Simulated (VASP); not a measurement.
# Si3Sn (Pm-3m) in VASP: notebook

The runs below take Si3Sn through single point, relaxation of cell and atoms, with PBE.

Everything below comes from runs of VASP 6.6.1. Logs are shortened: lines on timing, memory, paths and dates and some standing lists are left out, and cuts for length are marked.

## 1. The cell of the first run

The structure is cubic, space group Pm-3m (No. 221). Conventional cell: a = 4.227 Å, b = 4.227 Å, c = 4.227 Å, α = 90.00°, β = 90.00°, γ = 90.00°. Within 3.9 Å of Si (site symmetry 4/mmm) lie 8 Si at 2.99 Å and 4 Sn at 2.99 Å. Within 3.9 Å of Sn (site symmetry m-3m) lie 12 Si at 2.99 Å.

## 2. Single point, PBE

File INCAR:

```
  PREC = Accurate
  ENCUT = 520
  EDIFF = 1E-6
  ISMEAR = 0
  SIGMA = 0.1
  LREAL = F
  LASPH = T
  NELM = 60
  ALGO = Normal
  ISIF = 2
  LWAVE = F
  LCHARG = F
  GGA = PE
  NBANDS = 21
```

File KPOINTS:

```
regular mesh
0
Gamma
  4 4 4
```

File POSCAR:

```
Si3Sn
1.0
    4.2266898500      0.0000000000      0.0000000000
    0.0000000000      4.2266898500      0.0000000000
    0.0000000000      0.0000000000      4.2266898500
Si Sn
3 1
Direct
    0.5000000000      0.0000000000      0.0000000000
    0.0000000000      0.5000000000      0.0000000000
    0.0000000000      0.0000000000      0.5000000000
    0.5000000000      0.5000000000      0.5000000000
```

Potentials or basis: VASP PAW PBE potentials, release 64 (Si, Sn_d).

The run is started by

```
> cat potpaw_PBE.64/Si/POTCAR potpaw_PBE.64/Sn_d/POTCAR > POTCAR
> mpirun -np 1 vasp_std > vasp.out
```

OUTCAR:

```text
PREC = Accurate
   ENCUT = 520
   EDIFF = 1E-6
   ISMEAR = 0
   LREAL = F
   LASPH = T
   NELM = 60
   ISIF = 2
   GGA = PE

 ion  position               nearest neighbor table
   1  0.500  0.000  0.000-   2 2.99   3 2.99   4 2.99   3 2.99   4 2.99   2 2.99   4 2.99   4 2.99
                             2 2.99   3 2.99   3 2.99   2 2.99
   2  0.000  0.500  0.000-   1 2.99   3 2.99   4 2.99   3 2.99   4 2.99   1 2.99   3 2.99   3 2.99
                             1 2.99   4 2.99   4 2.99   1 2.99
   3  0.000  0.000  0.500-   1 2.99   2 2.99   4 2.99   1 2.99   2 2.99   2 2.99   4 2.99   2 2.99
                             1 2.99   4 2.99   1 2.99   4 2.99
   4  0.500  0.500  0.500-   1 2.99   2 2.99   3 2.99   1 2.99   2 2.99   1 2.99   3 2.99   1 2.99
                             2 2.99   3 2.99   2 2.99   3 2.99

  LATTYP: Found a simple cubic cell.
 ALAT       =     4.2266898500

  Lattice vectors:

 A1 = (   4.2266898500,   0.0000000000,   0.0000000000)
 A2 = (   0.0000000000,   4.2266898500,   0.0000000000)
 A3 = (   0.0000000000,   0.0000000000,   4.2266898500)

Analysis of symmetry for initial positions (statically):
=====================================================================
 Subroutine PRICEL returns:
 Original cell was already a primitive cell.

 Routine SETGRP: Setting up the symmetry group for a
 simple cubic supercell.

 Subroutine GETGRP returns: Found 48 space group operations
[... 9 lines left out ...]

 Routine SETGRP: Setting up the symmetry group for a
 simple cubic supercell.

 Subroutine GETGRP returns: Found 48 space group operations
[... 11 lines left out ...]
                                     Primitive cell

  volume of cell :      75.5094

  direct lattice vectors                    reciprocal lattice vectors
     4.226689850  0.000000000  0.000000000     0.236591762  0.000000000  0.000000000
     0.000000000  4.226689850  0.000000000     0.000000000  0.236591762  0.000000000
     0.000000000  0.000000000  4.226689850     0.000000000  0.000000000  0.236591762

  length of vectors
     4.226689850  4.226689850  4.226689850     0.236591762  0.236591762  0.236591762

  position of ions in fractional coordinates (direct lattice)
     0.500000000  0.000000000  0.000000000
     0.000000000  0.500000000  0.000000000
     0.000000000  0.000000000  0.500000000
     0.500000000  0.500000000  0.500000000

  ion indices of the primitive-cell ions
   primitive index   ion index
                 1           1
                 2           2
                 3           3
                 4           4

----------------------------------------------------------------------------------------

 KPOINTS: regular mesh

Automatic generation of k-mesh.
 Grid dimensions read from file:
 generate k-points for:    4    4    4

 Generating k-lattice:

  Cartesian coordinates                     Fractional coordinates (reciprocal lattice)
     0.059147941  0.000000000  0.000000000     0.250000000  0.000000000  0.000000000
     0.000000000  0.059147941  0.000000000     0.000000000  0.250000000  0.000000000
     0.000000000  0.000000000  0.059147941     0.000000000  0.000000000  0.250000000

  Length of vectors
     0.059147941  0.059147941  0.059147941

  Shift w.r.t. Gamma in fractional coordinates (k-lattice)
     0.000000000  0.000000000  0.000000000

 Subroutine IBZKPT returns following result:
 ===========================================

 Found     10 irreducible k-points:

 Following reciprocal coordinates:
            Coordinates               Weight
  0.000000  0.000000  0.000000      1.000000
  0.250000  0.000000  0.000000      6.000000
  0.500000  0.000000  0.000000      3.000000
  0.250000  0.250000  0.000000     12.000000
  0.500000  0.250000  0.000000     12.000000
  0.500000  0.500000  0.000000      3.000000
  0.250000  0.250000  0.250000      8.000000
  0.500000  0.250000  0.250000     12.000000
  0.500000  0.500000  0.250000      6.000000
  0.500000  0.500000  0.500000      1.000000
   k-points           NKPTS =     10   k-points in BZ     NKDIM =     10   number of bands    NBANDS=     21
   number of dos      NEDOS =    301   number of ions     NIONS =      4
   total plane-waves  NPLWV =  32768
   dimension x,y,z NGX =    32 NGY =   32 NGZ =   32
   dimension x,y,z NGXF=    64 NGYF=   64 NGZF=   64
   ions per type =               3   1
   NGX,Y,Z   is equivalent  to a cutoff of  12.59, 12.59, 12.59 a.u.
   NGXF,Y,Z  is equivalent  to a cutoff of  25.17, 25.17, 25.17 a.u.
 SYSTEM =  unknown system
   PREC   = accura    normal or accurate (medium, high low for compatibility)
   ISTART =      0    job   : 0-new  1-cont  2-samecut
   ICHARG =      2    charge: 1-file 2-atom 10-const
   ISPIN  =      1    spin polarized calculation?
   LNONCOLLINEAR =      F non collinear calculations
   LSORBIT =      F    spin-orbit coupling
   LASPH  =      T    aspherical Exc in radial PAW
   ENCUT  =  520.0 eV  38.22 Ry    6.18 a.u.   7.86  7.86  7.86*2*pi/ulx,y,z
   NELM   =     60;   NELMIN=  2; NELMDL= -5     # of ELM steps
   EDIFF  = 0.1E-05   stopping-criterion for ELM
   LREAL  =      F    real-space projection
   EDIFFG = 0.1E-04   stopping-criterion for IOM
   NSW    =      0    number of steps for IOM
   IBRION =     -1    ionic relax: 0-MD 1-quasi-New 2-CG
   NFREE  =      0    steps in history (QN), initial steepest desc. (CG)
   ISIF   =      2    stress and relaxation
   ISYM   =      2    0-nonsym 1-usesym 2-fastsym
   POTIM  = 0.5000    time-step for ionic-motion
   TEBEG  =    0.0;   TEEND  =   0.0 temperature during run
   PSTRESS=    0.0 pullay stress
   NELECT =      26.0000    total number of electrons
   NUPDOWN=      -1.0000    fix difference up-down
   EMIN   =  10.00;   EMAX   =-10.00  energy-range for DOS
   EFERMI =   0.00;   METHOD = LEGACY
   ISMEAR =     0;   SIGMA  =   0.10  broadening in eV -4-tet -1-fermi 0-gaus
   EFERMI_NEDOS =   21; number of points for ismear=-14 and -15
   IALGO  =     38    algorithm
   IMIX   =      4    mixing-type and parameters
     AMIX     =   0.40;   BMIX     =  1.00
     AMIX_MAG =   1.60;   BMIX_MAG =  1.00
  volume/ion in A,a.u.               =      18.88       127.39
  Fermi-wavevector in a.u.,A,eV,Ry     =   1.147446  2.168358 17.913868  1.316632
  Thomas-Fermi vector in A             =   2.284126
   LORBIT       =      0    0 simple, 1 ext, 2 COOP (PROOUT), +10 PAW based schemes
   GGA     = PE    functional components
   LHFCALC =     F    Hartree Fock is set to
   AEXX    =    0.0000 exact exchange contribution
   IVDW    =     0    specifies the selected vdW correction
   LEPSILON=     F    determine dielectric tensor
   LRPA    =     F    only Hartree local field effects (RPA)
 non-spin polarized calculation
 Gauss-broadening in eV      SIGMA  =   0.10
  energy-cutoff  :      520.00
  volume of cell :       75.51
 maximum number of plane-waves:      2048
 NGX is ok and might be reduce to    32
   NGX = 15   NGY = 15   NGZ = 15

 number of electron      26.0000004 magnetization

 Free energy of the ion-electron system (eV)
  ---------------------------------------------------
  ext. energy  EPLUGINS =         0.00000000
  ---------------------------------------------------
  free energy    TOTEN  =       -17.59730107 eV

  energy without entropy =      -17.58396326  energy(sigma->0) =      -17.59063216

 E-fermi :   8.6001     XC(G=0): -10.6583

 val. band max:        8.4840064113   @ k =   0.2500   0.2500   0.0000
 cond. band min:       8.6211001676   @ k =   0.5000   0.5000   0.0000
 fundamental gap:      0.1370937563
 Fermi energy:         8.6001199417

 k-point     1 :       0.0000    0.0000    0.0000
  band No.  band energies     occupation
      1     -12.9264      2.00000
      2     -12.9264      2.00000
      3     -12.9128      2.00000
      4     -12.9128      2.00000
      5     -12.9128      2.00000
      6      -4.1178      2.00000
[... 13 lines left out ...]
     20      13.6475      0.00000
     21      13.6475      0.00000

 k-point     2 :       0.2500    0.0000    0.0000
  band No.  band energies     occupation
      1     -12.9254      2.00000
      2     -12.9166      2.00000
      3     -12.9166      2.00000
      4     -12.9162      2.00000
      5     -12.9125      2.00000
      6      -3.5968      2.00000
[... 13 lines left out ...]
     20      14.9969      0.00000
     21      15.4793      0.00000

 k-point     3 :       0.5000    0.0000    0.0000
  band No.  band energies     occupation
      1     -12.9244      2.00000
      2     -12.9205      2.00000
      3     -12.9205      2.00000
      4     -12.9122      2.00000
      5     -12.9060      2.00000
      6      -2.1177      2.00000
[... 13 lines left out ...]
     20      13.4156      0.00000
     21      13.4156      0.00000

 k-point     4 :       0.2500    0.2500    0.0000
  band No.  band energies     occupation
      1     -12.9217      2.00000
      2     -12.9199      2.00000
      3     -12.9164      2.00000
      4     -12.9162      2.00000
      5     -12.9104      2.00000
      6      -3.0760      2.00000
[... 13 lines left out ...]
     20      13.1360      0.00000
     21      14.9912      0.00000

 k-point     5 :       0.5000    0.2500    0.0000
  band No.  band energies     occupation
      1     -12.9263      2.00000
      2     -12.9201      2.00000
      3     -12.9181      2.00000
      4     -12.9159      2.00000
      5     -12.9013      2.00000
      6      -1.5985      2.00000
[... 13 lines left out ...]
     20      14.4156      0.00000
     21      14.4582      0.00000

 k-point     6 :       0.5000    0.5000    0.0000
  band No.  band energies     occupation
      1     -12.9321      2.00000
      2     -12.9197      2.00000
      3     -12.9197      2.00000
      4     -12.9144      2.00000
      5     -12.8939      2.00000
      6      -0.0491      2.00000
[... 13 lines left out ...]
     20      15.2248      0.00000
     21      15.2248      0.00000

 k-point     7 :       0.2500    0.2500    0.2500
  band No.  band energies     occupation
      1     -12.9213      2.00000
      2     -12.9210      2.00000
      3     -12.9210      2.00000
      4     -12.9097      2.00000
      5     -12.9097      2.00000
      6      -2.5557      2.00000
[... 13 lines left out ...]
     20      15.3534      0.00000
     21      15.3534      0.00000

 k-point     8 :       0.5000    0.2500    0.2500
  band No.  band energies     occupation
      1     -12.9259      2.00000
      2     -12.9256      2.00000
      3     -12.9206      2.00000
      4     -12.9091      2.00000
      5     -12.8994      2.00000
      6      -1.0790      2.00000
[... 13 lines left out ...]
     20      14.4760      0.00000
     21      14.5968      0.00000

 k-point     9 :       0.5000    0.5000    0.2500
  band No.  band energies     occupation
      1     -12.9314      2.00000
      2     -12.9252      2.00000
      3     -12.9252      2.00000
      4     -12.9039      2.00000
      5     -12.8937      2.00000
      6       0.4535      2.00000
[... 13 lines left out ...]
     20      15.7519      0.00000
     21      15.7519      0.00000

 k-point    10 :       0.5000    0.5000    0.5000
  band No.  band energies     occupation
      1     -12.9307      2.00000
      2     -12.9307      2.00000
      3     -12.9307      2.00000
      4     -12.8934      2.00000
      5     -12.8934      2.00000
      6       1.4813      2.00000
[... 13 lines left out ...]
     20      16.9745      0.00000
     21      16.9745      0.00000

------------------------ aborting loop because EDIFF is reached ----------------------------------------

  FORCE on cell =-STRESS in cart. coord.  units (eV):
  Direction    XX          YY          ZZ          XY          YZ          ZX
  --------------------------------------------------------------------------------------
  -------------------------------------------------------------------------------------
  Total        0.5750945      0.5750945      0.5750945     -0.0000000     -0.0000000      0.0000000
  in kB       12.2024956     12.2024956     12.2024956     -0.0000000     -0.0000000      0.0000000
  external PRESSURE =      12.2024956 kB  Pullay stress =       0.0000000 kB

 VOLUME and BASIS-vectors are now :
 -----------------------------------------------------------------------------
  energy-cutoff  :      520.00
  volume of cell :       75.51
      direct lattice vectors                 reciprocal lattice vectors
     4.226689850  0.000000000  0.000000000     0.236591762  0.000000000  0.000000000
     0.000000000  4.226689850  0.000000000     0.000000000  0.236591762  0.000000000
     0.000000000  0.000000000  4.226689850     0.000000000  0.000000000  0.236591762

 POSITION                                       TOTAL-FORCE (eV/Angst)
 -----------------------------------------------------------------------------------
      2.11334      0.00000      0.00000         0.000000      0.000000      0.000000
      0.00000      2.11334      0.00000         0.000000      0.000000      0.000000
      0.00000      0.00000      2.11334         0.000000      0.000000      0.000000
      2.11334      2.11334      2.11334         0.000000      0.000000      0.000000
 -----------------------------------------------------------------------------------
    total drift:                                0.000000      0.000000     -0.000000

  FREE ENERGIE OF THE ION-ELECTRON SYSTEM (eV)
  ---------------------------------------------------
  free  energy   TOTEN  =       -17.5973010676 eV

  energy  without entropy=      -17.5839632587  energy(sigma->0) =      -17.59063216
```

Run time: 7.6 s. Hardware: 1 thread of AMD EPYC 9R45 (Zen 5), shared host; peak memory 0.15 GiB.

Results:

```
Free energy            : -17.5973 eV
Pressure               : 1.2 GPa
Band gap on the k mesh : zero (band 13 reaches 10.57 eV, above the bottom of band 14 at 7.79 eV)
```

Caveat: the k points lie up to 0.37 Å⁻¹ apart; spin-orbit coupling is left out, which moves the levels of the heavy elements.

## 3. Single point, PBE

This run uses another cell than the first one, of 18.57 Å³/atom, 0.984 times its volume.

File INCAR:

```
PREC = Accurate
ENCUT = 520
EDIFF = 1E-6
ISMEAR = 0
SIGMA = 0.1
LREAL = F
LASPH = T
NELM = 80
ALGO = Normal
ISIF = 2
LWAVE = F
LCHARG = F
GGA = PE
NBANDS = 21
```

File KPOINTS:

```
Automatic mesh
0
Gamma
  12 12 12
```

File POSCAR:

```
Si3Sn
1.0
    4.2037187406      0.0000000000      0.0000000000
    0.0000000000      4.2037187406      0.0000000000
    0.0000000000      0.0000000000      4.2037187406
Si Sn
3 1
Direct
    0.5000000000      0.0000000000      0.0000000000
    0.0000000000      0.5000000000      0.0000000000
    0.0000000000      0.0000000000      0.5000000000
    0.5000000000      0.5000000000      0.5000000000
```

Potentials or basis: VASP PAW PBE potentials, release 64 (Si, Sn_d).

The run is started by

```
> cat potpaw_PBE.64/Si/POTCAR potpaw_PBE.64/Sn_d/POTCAR > POTCAR
> mpirun -np 1 vasp_std > vasp.out
```

Run time: 48 s. Hardware: 1 thread of AMD EPYC 9R45 (Zen 5), shared host; peak memory 0.22 GiB.

The run converged. Its results:

- Free energy: -17.6019 eV
- Pressure: -0.1 GPa
- Band gap on the k mesh: zero (band 13 reaches 10.79 eV, above the bottom of band 14 at 7.95 eV)

Levels at points of the mesh, in eV from the Fermi level:
| k point | band 10 | band 11 | band 12 | band 13 | band 14 | band 15 | band 16 | band 17 |
| --- | --- | --- | --- | --- | --- | --- | --- | --- |
| (0.00, 0.00, 0.00) | -4.50 | -4.50 | -4.14 | 2.02 | 2.02 | 2.02 | 3.13 | 3.13 |
| (0.50, 0.00, 0.00) | -2.44 | -2.44 | -2.36 | -2.36 | -0.82 | -0.79 | 4.25 | 4.25 |
| (0.50, 0.50, 0.00) | -0.57 | -0.48 | -0.48 | -0.46 | -0.40 | -0.40 | 0.03 | 0.27 |
| (0.50, 0.50, 0.50) | -5.87 | -5.87 | -5.87 | -5.59 | 6.04 | 6.04 | 6.04 | 6.43 |

Caveat: spin-orbit coupling is left out, which moves the levels of the heavy elements.

## 4. Relaxation of cell and atoms, PBE

File INCAR:

```
SYSTEM = Si3Sn
ALGO     = Normal         ! electronic algorithm
EDIFF    = 1E-6           ! SCF threshold, eV
EDIFFG   = -0.01          ! ionic threshold
ENCUT    = 600            ! plane-wave cutoff, eV
GGA      = PE             ! functional
IBRION   = 2              ! ionic algorithm
ISIF     = 3              ! what is computed and relaxed
ISMEAR   = 0              ! smearing method
LASPH    = .True.         ! aspherical terms in the spheres
LCHARG   = .False.        ! write CHGCAR
LREAL    = .False.        ! projectors in reciprocal space
LWAVE    = .False.        ! write WAVECAR
NELM     = 60             ! most SCF steps
NSW      = 100            ! ionic steps
PREC     = Accurate       ! precision mode
SIGMA    = 0.1            ! smearing width, eV
```

File KPOINTS:

```
k-points
0
Gamma
  12 12 12
  0 0 0
```

File POSCAR:

```
Si3Sn
1.0
    4.2266898500      0.0000000000      0.0000000000
    0.0000000000      4.2266898500      0.0000000000
    0.0000000000      0.0000000000      4.2266898500
Si Sn
3 1
Direct
    0.5000000000      0.0000000000      0.0000000000
    0.0000000000      0.5000000000      0.0000000000
    0.0000000000      0.0000000000      0.5000000000
    0.5000000000      0.5000000000      0.5000000000
```

The run is started by

```
> cat potpaw_PBE.64/Si/POTCAR potpaw_PBE.64/Sn_d/POTCAR > POTCAR
> mpirun -np 1 vasp_std > vasp.out
```

Run time: 2.1 min. Hardware: 1 thread of AMD EPYC 9R45 (Zen 5), shared host; peak memory 0.27 GiB.

It converged, with:

```yaml
Free_energy: -17.6023 eV
Relaxed_volume: 18.57 Å³/atom
Relaxed_cell: a = 4.204 Å, b = 4.204 Å, c = 4.204 Å, α = 90.00°, β = 90.00°, γ = 90.00°
Space_group_after_relaxing_to_0.05_Å: Pm-3m (No. 221)
Energy_gained_by_relaxing: 1.0 meV/atom
Ionic_steps: 3
Pressure_after_relaxing: 0.0 GPa
Band_gap_on_the_k_mesh: zero (band 13 reaches 10.79 eV, above the bottom of band 14 at 7.95 eV)
```

Step by step:
```
step  energy change (eV)  largest force (eV/Å)  pressure (GPa)  volume (Å³)
   1              0.0000                0.0000           -1.11        75.51
   2             -0.0040                0.0000            0.14        74.09
   3             -0.0041                0.0000            0.00        74.28
```

Final structure:
```
Si Sn
1.0
     4.20354    0.00000    0.00000
     0.00000    4.20354    0.00000
     0.00000    0.00000    4.20354
Si Sn
3 1
Direct
  0.50000 0.00000 0.00000
  0.00000 0.50000 0.00000
  0.00000 0.00000 0.50000
  0.50000 0.50000 0.50000
```

Levels at points of the mesh, in eV from the Fermi level:
```
           k point  band 9  band 10  band 11  band 12  band 13  band 14  band 15  band 16  band 17
(0.00, 0.00, 0.00)   -4.50    -4.50    -4.50    -4.14     2.02     2.02     2.02     3.13     3.13
(0.50, 0.00, 0.00)   -3.28    -2.44    -2.44    -2.36    -2.36    -0.82    -0.79     4.25     4.25
(0.50, 0.50, 0.00)   -8.43    -0.57    -0.48    -0.48    -0.46    -0.40    -0.40     0.03     0.27
(0.50, 0.50, 0.50)   -7.05    -5.87    -5.87    -5.87    -5.59     6.04     6.04     6.04     6.43
```

Caveat: spin-orbit coupling is left out, which moves the levels of the heavy elements.

## 5. Overview

| task | cell | k mesh | cutoff (eV) | gap on the mesh (eV) | pressure (GPa) |
| --- | --- | --- | --- | --- | --- |
| single point | a = 4.227 Å, 4 atoms | 4 × 4 × 4 | 520 | none | 1.2 |
| single point | a = 4.204 Å, 4 atoms | 12 × 12 × 12 | 520 | none | -0.1 |
| relaxation of cell and atoms | relaxed from a = 4.227 Å, 4 atoms | 12 × 12 × 12 | 600 | none | 0.0 |

Alike in all rows: level PBE; potentials or basis VASP PAW PBE potentials, release 64 (Si, Sn_d); no spin polarisation; smearing gaussian 0.1 eV.

Caveats: some runs use coarse meshes; spin-orbit coupling is left out, which moves the levels of the heavy elements.

Absolute energies hang on the potentials; compare differences alone.
